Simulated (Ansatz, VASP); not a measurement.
# Two plane-wave programs on Y

```
Y
1.0
     3.79756    0.00000    0.00000
    -1.89878    3.28878    0.00000
     0.00000    0.00000    6.20719
Y
2
Direct
  0.33333 0.66667 0.25000
  0.66667 0.33333 0.75000
```

Change from the starting cell: strain +0.040 along x and y, +0.080 along z, atoms carried along.

Alike in both runs: task single point; functional PBEsol; k mesh 15 × 15 × 8; occupations gaussian, width 0.15 eV; no spin polarisation.

```csv
,VASP,Ansatz
version,VASP 6.6.1,Ansatz 0.2.0
potentials or method,"VASP PAW PBE potentials, release 64 (Y_sv), cutoff 520 eV","scalar-relativistic, plane waves, PAW"
valence electrons in the cell,22,22
```

|  | VASP | Ansatz | Ansatz less VASP |
| --- | --- | --- | --- |
| gap on the k mesh at the Fermi level (eV) | none | none | - |
| pressure (GPa) | -6.5 | -6.4 | +0.05 |
| traceless stress, the component that is largest in VASP (GPa) | -1.29 | -1.29 | -0.002 |

VASP's potentials were made for PBE, not for PBEsol. A gap of «none» marks a metal or a gap that the smearing closes.
